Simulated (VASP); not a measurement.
Here is a VASP 6.6.1 calculation.

POSCAR

```
Ge
1.0
    0.0000000000      2.8289100000      2.8289100000
    2.8289100000      0.0000000000      2.8289100000
    2.8289100000      2.8289100000      0.0000000000
Ge
2
Direct
    0.7500000000      0.7500000000      0.7500000000
    0.5000000000      0.5000000000      0.5000000000
```

The input INCAR.step1:

```
ALGO = Normal
EDIFF = 1E-5
ENCUT = 520
GGA = PE
ISIF = 2
ISMEAR = -1
KPAR = 4
LASPH = True
LCHARG = False
LREAL = False
LWAVE = True
NBANDS = 21
NELM = 100
PREC = Accurate
SIGMA = 0.05
```

Contents of INCAR.step2:

```
ALGO = Normal
EDIFF = 1E-6
ENCUT = 520
GGA = PE
HFSCREEN = 0.2079
ISIF = 2
ISMEAR = -1
ISTART = 1
KPAR = 4
LASPH = True
LCHARG = False
LHFCALC = True
LREAL = False
LWAVE = False
NBANDS = 21
NELM = 100
PREC = Accurate
PRECFOCK = Normal
SIGMA = 0.05
```

KPOINTS

```
k-points
0
Gamma
  6 6 6
```

Potentials or basis: VASP PAW PBE potentials, release 64 (Ge_d).

Launch:

```bash
$ cat potpaw_PBE.64/Ge_d/POTCAR > POTCAR
$ cp INCAR.step1 INCAR
$ mpirun -np 4 vasp_std > vasp.out
$ cp INCAR.step2 INCAR
$ mpirun -np 4 vasp_std > vasp.out
```

Q: Estimate the pressure.

A: 1.0 GPa.

Q: Predict the band gap on the k mesh.

A: 0.81 eV (least direct gap 0.88 eV).

Caveat: the PAW data sets were made with another functional, which shifts forces and pressure a little. A k mesh can miss the band edges.
